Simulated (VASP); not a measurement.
Crystal: Ni.

```
Ni
1.0
     0.00000    1.67720    1.67720
     1.67720    0.00000    1.67720
     1.67720    1.67720    0.00000
Ni
1
Direct
  0.00000 0.00000 0.00000
```

Program: VASP 6.6.1. Alike in all runs: task single point; level LDA; potentials or basis VASP PAW LDA potentials, release 64 (Ni); spin collinear, ferromagnetic start; cell as given; k mesh 24 × 24 × 24; cutoff (eV) 520; smearing gaussian 0.15 eV.

Question: Order these runs on this cell by their pressure, lowest first.
A. fixed moment (μB) 0.25
B. fixed moment (μB) 1.0
C. fixed moment (μB) 0.75
D. fixed moment (μB) 0.875

Answer: A (16.9 GPa), C (19.4 GPa), D (21.0 GPa), B (23.1 GPa).

Caveats: the total moment is fixed, so each spin has its own Fermi level.
